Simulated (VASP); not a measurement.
# FeCo5 (P-62m) in VASP: single point with PBE

Aim: the single point of FeCo5 with PBE.

All numbers are computed with VASP 6.6.1; they aren't measurements. Logs are shortened: lines on timing, memory, paths and dates and some standing lists are left out, and cuts for length are marked.

## (1) The cell of the first run

It takes space group P-62m (No. 189, hexagonal). The conventional cell has a = 4.328 Å, b = 4.328 Å, c = 4.075 Å, α = 90.00°, β = 90.00°, γ = 120.00°. Within 3.3 Å of Co (site symmetry m2m) lie 10 Co at 2.49 to 2.52 Å and 2 Fe at 2.50 Å. Co (site symmetry -6) has 9 Co at 2.49 to 2.50 Å and 3 Fe at 2.50 Å within 3.3 Å. Within 3.3 Å of Fe (site symmetry -62m) lie 12 Co at 2.50 Å.

## (2) Single point, PBE, collinear spin, ferromagnetic start

Input file INCAR:

```
SYSTEM = FeCo5
  PREC = Accurate
  ENCUT = 520
  EDIFF = 1E-6
  ISMEAR = 0
  SIGMA = 0.1
  LREAL = .FALSE.
  LASPH = .TRUE.
  NELM = 150
  ALGO = Normal
  ISIF = 2
  LWAVE = .FALSE.
  LCHARG = .FALSE.
  ISPIN = 2
  MAGMOM = 1.86 1.86 1.86 1.86 1.86 2.87
  LORBIT = 11
  LMAXMIX = 4
  GGA = PE
  NBANDS = 40
```

Input file KPOINTS:

```
Automatic mesh
0
G
  8 9 9
  0 0 0
```

Input file POSCAR:

```
FeCo5
1.0
    0.0000000000      0.0000000000     -4.0753377118
   -3.7478011649     -2.1637940114      0.0000000000
    0.0000000000      4.3275880228      0.0000000000
Co Fe
5 1
Direct
    0.7500000000      0.3364678029      0.3333333333
    0.7500000000      0.6635321971     -0.0031344696
    0.7500000000      0.0000000000      0.6698011362
    0.2500000000      0.6666666667      0.6666666667
    0.2500000000      0.3333333333      1.0000000000
    0.2500000000      0.0000000000      0.3333333333
```

Potentials or basis: VASP PAW PBE potentials, release 64 (Co, Fe).

Command:

```sh
$ cat potpaw_PBE.64/Co/POTCAR potpaw_PBE.64/Fe/POTCAR > POTCAR
$ mpirun -np 1 vasp_std > vasp.out
```

OUTCAR:

```text
SYSTEM = FeCo5
   PREC = Accurate
   ENCUT = 520
   EDIFF = 1E-6
   ISMEAR = 0
   LREAL = .FALSE.
   LASPH = .TRUE.
   NELM = 150
   ISIF = 2
   ISPIN = 2
   LORBIT = 11
   GGA = PE

 ion  position               nearest neighbor table
   1  0.750  0.336  0.333-   2 2.49   2 2.49   3 2.49   3 2.49   5 2.49   5 2.49   4 2.49   4 2.49
                             6 2.50   6 2.50   3 2.52   2 2.52
   2  0.750  0.664  0.997-   1 2.49   1 2.49   3 2.49   3 2.49   4 2.49   4 2.49   5 2.49   5 2.49
                             6 2.50   6 2.50   3 2.52   1 2.52
   3  0.750  0.000  0.670-   1 2.49   2 2.49   2 2.49   1 2.49   5 2.49   4 2.49   4 2.49   5 2.49
                             6 2.50   6 2.50   2 2.52   1 2.52
   4  0.250  0.667  0.667-   2 2.49   2 2.49   3 2.49   3 2.49   1 2.49   1 2.49   6 2.50   5 2.50
                             5 2.50   6 2.50   5 2.50   6 2.50
   5  0.250  0.333  0.000-   1 2.49   1 2.49   3 2.49   3 2.49   2 2.49   2 2.49   6 2.50   4 2.50
                             4 2.50   6 2.50   4 2.50   6 2.50
   6  0.250  0.000  0.333-   5 2.50   4 2.50   5 2.50   4 2.50   4 2.50   5 2.50   3 2.50   3 2.50
                             2 2.50   2 2.50   1 2.50   1 2.50

  LATTYP: Found a hexagonal cell.
 ALAT       =     4.3275880228
 C/A-ratio  =     0.9417111080

  Lattice vectors:

 A1 = (  -3.7478011649,  -2.1637940114,   0.0000000000)
 A2 = (   0.0000000000,   4.3275880228,   0.0000000000)
 A3 = (   0.0000000000,   0.0000000000,  -4.0753377118)

Analysis of symmetry for initial positions (statically):
=====================================================================
 Subroutine PRICEL returns:
 Original cell was already a primitive cell.

 Routine SETGRP: Setting up the symmetry group for a
 hexagonal supercell.

 Subroutine GETGRP returns: Found 12 space group operations
 (whereof  2 operations were pure point group operations)
 out of a pool of 24 trial point group operations.

The static configuration has the point symmetry C_1h.
 The point group associated with its full space group is D_3h.

Analysis of symmetry for dynamics (positions and initial velocities):
=====================================================================
 Subroutine PRICEL returns:
 Original cell was already a primitive cell.

 Routine SETGRP: Setting up the symmetry group for a
 hexagonal supercell.

 Subroutine GETGRP returns: Found 12 space group operations
 (whereof  2 operations were pure point group operations)
 out of a pool of 24 trial point group operations.

The dynamic configuration has the point symmetry C_1h.
 The point group associated with its full space group is D_3h.
[... 159 lines left out ...]

 number of electron      53.0000010 magnetization       9.7004394

 number of electron      53.0000013 magnetization      10.4941915

 Free energy of the ion-electron system (eV)
  ---------------------------------------------------
  ext. energy  EPLUGINS =         0.00000000
  ---------------------------------------------------
  free energy    TOTEN  =       -43.26595717 eV

  energy without entropy =      -43.23528902  energy(sigma->0) =      -43.25062310

 E-fermi :   9.3658     XC(G=0): -13.3068

 val. band max:        9.3629357698   @ k =   0.5000   0.1111   0.0000
 cond. band min:       9.3714879440   @ k =   0.2500   0.3333   0.1111
 fundamental gap:      0.0085521741
 Fermi energy:         9.3657666194

 spin component 1

 k-point     1 :       0.0000    0.0000    0.0000
  band No.  band energies     occupation
      1       0.5992      1.00000
      2       4.3401      1.00000
      3       5.1751      1.00000
      4       5.1751      1.00000
      5       5.5694      1.00000
      6       5.5776      1.00000
[... 973 lines left out ...]
     37      16.8666      0.00000
     38      16.9843      0.00000

 [... further k-points ...]

 spin component 2

 k-point     1 :       0.0000    0.0000    0.0000
  band No.  band energies     occupation
      1       0.6355      1.00000
      2       5.3313      1.00000
      3       6.5792      1.00000
      4       6.5792      1.00000
      5       6.6308      1.00000
      6       6.7189      1.00000
[... 973 lines left out ...]
     37      17.7915      0.00000
     38      17.9698      0.00000

 [... further k-points ...]

 [bands above 38 left out]

------------------------ aborting loop because EDIFF is reached ----------------------------------------

  FORCE on cell =-STRESS in cart. coord.  units (eV):
  Direction    XX          YY          ZZ          XY          YZ          ZX
  --------------------------------------------------------------------------------------
  -------------------------------------------------------------------------------------
  Total       -0.1881539     -0.1881539     -0.2176116      0.0000000     -0.0000000      0.0000000
  in kB       -4.5607645     -4.5607645     -5.2748061      0.0000000     -0.0000000      0.0000000
  external PRESSURE =      -4.7987784 kB  Pullay stress =       0.0000000 kB

 VOLUME and BASIS-vectors are now :
 -----------------------------------------------------------------------------
  energy-cutoff  :      520.00
  volume of cell :       66.10
      direct lattice vectors                 reciprocal lattice vectors
     0.000000000  0.000000000 -4.075337712     0.000000000  0.000000000 -0.245378437
    -3.747801165 -2.163794011  0.000000000    -0.266823120  0.000000000  0.000000000
     0.000000000  4.327588023  0.000000000    -0.133411560  0.231075600  0.000000000

 POSITION                                       TOTAL-FORCE (eV/Angst)
 -----------------------------------------------------------------------------------
     -1.26101      0.71448     -3.05650        -0.011059     -0.006385     -0.000000
     -2.48679      2.87828     -3.05650         0.011059     -0.006385      0.000000
      0.00000      2.89862     -3.05650         0.000000      0.012770      0.000000
     -2.49853      1.44253     -1.01883        -0.000000     -0.000000      0.000000
     -1.24927     -0.72126     -1.01883         0.000000     -0.000000      0.000000
      0.00000      1.44253     -1.01883         0.000000     -0.000000      0.000000
 -----------------------------------------------------------------------------------
    total drift:                               -0.000004      0.000023     -0.000000

  FREE ENERGIE OF THE ION-ELECTRON SYSTEM (eV)
  ---------------------------------------------------
  free  energy   TOTEN  =       -43.2659571687 eV

  energy  without entropy=      -43.2352890246  energy(sigma->0) =      -43.25062310

 total charge

# of ion       s       p       d       tot
------------------------------------------
    1        0.485   0.513   7.264   8.262
    2        0.485   0.513   7.264   8.262
    3        0.485   0.513   7.264   8.262
    4        0.491   0.516   7.261   8.268
    5        0.491   0.516   7.261   8.268
    6        0.481   0.523   6.229   7.233
--------------------------------------------------
tot          2.918   3.095  42.542  48.555

 magnetization (x)

# of ion       s       p       d       tot
------------------------------------------
    1       -0.017  -0.055   1.685   1.613
    2       -0.017  -0.055   1.685   1.613
    3       -0.017  -0.055   1.685   1.613
    4       -0.018  -0.052   1.697   1.628
    5       -0.018  -0.052   1.697   1.628
    6       -0.008  -0.041   2.541   2.493
--------------------------------------------------
tot         -0.095  -0.308  10.990  10.587
```

OSZICAR:

```text
N       E                     dE             d eps       ncg     rms          rms(c)
DAV:   1     0.391915408494E+03    0.39192E+03   -0.22629E+04  9608   0.179E+03
DAV:   2    -0.199823677474E+02   -0.41190E+03   -0.38765E+03  9600   0.354E+02
DAV:   3    -0.490617288787E+02   -0.29079E+02   -0.26337E+02 10256   0.130E+02
DAV:   4    -0.494908791450E+02   -0.42915E+00   -0.42843E+00 10896   0.172E+01
DAV:   5    -0.495071615164E+02   -0.16282E-01   -0.16281E-01 14728   0.237E+00    0.259E+01
DAV:   6    -0.444516767902E+02    0.50555E+01   -0.51737E+01 10112   0.847E+01    0.146E+01
DAV:   7    -0.454484137183E+02   -0.99674E+00   -0.12161E+01 11152   0.661E+01    0.232E+01
DAV:   8    -0.433440870255E+02    0.21043E+01   -0.59671E+00 11136   0.531E+01    0.679E+00
DAV:   9    -0.438532721518E+02   -0.50919E+00   -0.27795E+00 12648   0.284E+01    0.118E+01
DAV:  10    -0.432938658662E+02    0.55941E+00   -0.17420E+00 11120   0.239E+01    0.306E+00
DAV:  11    -0.432668232925E+02    0.27043E-01   -0.14982E-01 11632   0.426E+00    0.110E+00
DAV:  12    -0.432664884340E+02    0.33486E-03   -0.14439E-02 11024   0.143E+00    0.640E-01
DAV:  13    -0.432660461422E+02    0.44229E-03   -0.16995E-03 16440   0.595E-01    0.358E-01
DAV:  14    -0.432659486121E+02    0.97530E-04   -0.58189E-04 14584   0.311E-01    0.131E-01
DAV:  15    -0.432659519025E+02   -0.32904E-05   -0.25651E-04 15048   0.174E-01    0.435E-02
DAV:  16    -0.432659570421E+02   -0.51396E-05   -0.61797E-05 10360   0.113E-01    0.233E-02
DAV:  17    -0.432659571687E+02   -0.12660E-06   -0.47458E-06 10120   0.222E-02
   1 F= -.43265957E+02 E0= -.43250623E+02  d E =-.306681E-01  mag=    10.4939
```

stdout:

```text
POSCAR found type information on POSCAR CoFe
 POSCAR found :  2 types and       6 ions
 scaLAPACK will be used
 LDA part: xc-table for (Slater+PW92), standard interpolation
 POSCAR, INCAR and KPOINTS ok, starting setup
 FFT: planning ... GRIDC
 FFT: planning ... GRID_SOFT
 FFT: planning ... GRID
 WAVECAR not read
 entering main loop
```

It took 6.2 min on 1 thread of Intel Xeon 6975P-C, shared host; peak memory 0.35 GiB.

Results:

| Quantity | Value |
| --- | --- |
| Free energy | -43.2660 eV |
| Pressure | -0.5 GPa |
| Largest force | 0.013 eV/Å |
| Net moment | 10.49 μB per cell |
| Site moments | Co +1.61, +1.63; Fe +2.49 μB |
| Valence electrons inside the program's atomic spheres | Co 8.26, 8.27; Fe 7.23 |

Forces on the atoms (eV/Å):
```
Co  -0.011 -0.006  0.000
Co   0.011 -0.006  0.000
Co   0.000  0.013  0.000
Co   0.000  0.000  0.000
Co   0.000  0.000  0.000
Fe   0.000  0.000  0.000
```

Levels at points of the mesh, in eV from the Fermi level:
Spin up:
```tsv
k point	band 30	band 31	band 32	band 33	band 34	band 35
(0.00, 0.00, 0.00)	-0.68	-0.68	-0.10	4.58	4.58	5.24
(0.50, 0.00, 0.00)	-0.67	-0.67	-0.55	5.64	5.82	5.84
```
Spin down:
```csv
k point,band 19,band 20,band 21,band 22,band 23,band 24
"(0.00, 0.00, 0.00)",-0.45,-0.13,-0.05,-0.05,0.07,0.07
"(0.50, 0.00, 0.00)",-0.72,-0.72,-0.01,-0.01,0.07,0.07
```
